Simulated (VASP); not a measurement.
Set up this calculation in VASP 6.6.1, as the native input.

```
Task                   : single point
Functional             : PBE
Potentials or basis    : VASP PAW PBE potentials, release 64 (Zr_sv, Ge_d, W_sv)
Cutoff                 : 620 eV
k mesh                 : 12 × 12 × 8
Occupations            : gaussian, width 0.1 eV
Spin                   : no spin polarisation
Dipole correction      : no
Second try             : not_converged
Further INCAR settings : ALGO = All; EDIFF = 1e-06; NBANDS = 41
```

The structure of Zr2Ge2W lies in POSCAR:

```
Zr2Ge2W
1.0
    4.9610771047      0.0000000000      0.0000000000
   -2.4805385523      4.2964188028      0.0000000000
    0.0000000000      0.0000000000      5.4877126040
Zr Ge W
2 2 1
Direct
    0.3333333333      0.6666666667      0.0000000000
    0.6666666667      0.3333333333      0.0000000000
    0.3333333333      0.6666666667      0.5000000000
    0.6666666667      0.3333333333      0.5000000000
    0.0000000000      0.0000000000      0.0000000000
```

The cell was generated, and may not be a known phase.

These files were run (other wordings do the same):

INCAR

```
PREC = Accurate
ENCUT = 620
EDIFF = 1E-6
ISMEAR = 0
SIGMA = 0.1
LREAL = False
LASPH = True
NELM = 300
ALGO = All
ISIF = 2
LWAVE = False
LCHARG = False
GGA = PE
NBANDS = 41
GGA_COMPAT = False
ISEARCH = 1
KPAR = 4
```

KPOINTS

```
regular mesh
0
Gamma
  12 12 8
```

Potentials or basis: VASP PAW PBE potentials, release 64 (Zr_sv, Ge_d, W_sv).

Command:

```console
$ cat potpaw_PBE.64/Zr_sv/POTCAR potpaw_PBE.64/Ge_d/POTCAR potpaw_PBE.64/W_sv/POTCAR > POTCAR
$ mpirun -np 4 vasp_std > vasp.out
```

Results of the run:

```json
{"Pressure": "0.1 GPa", "Band gap on the k mesh": "zero (bands 33 and 34 overlap by 1.05 eV)"}
```

Caveat: spin-orbit coupling is left out, which moves the levels of the heavy elements.

Run time: 4.9 min on 4 MPI ranks on AMD EPYC 7R43 64-Core Processor (Zen 3) (shared host), peak memory 1.1 GiB a rank.
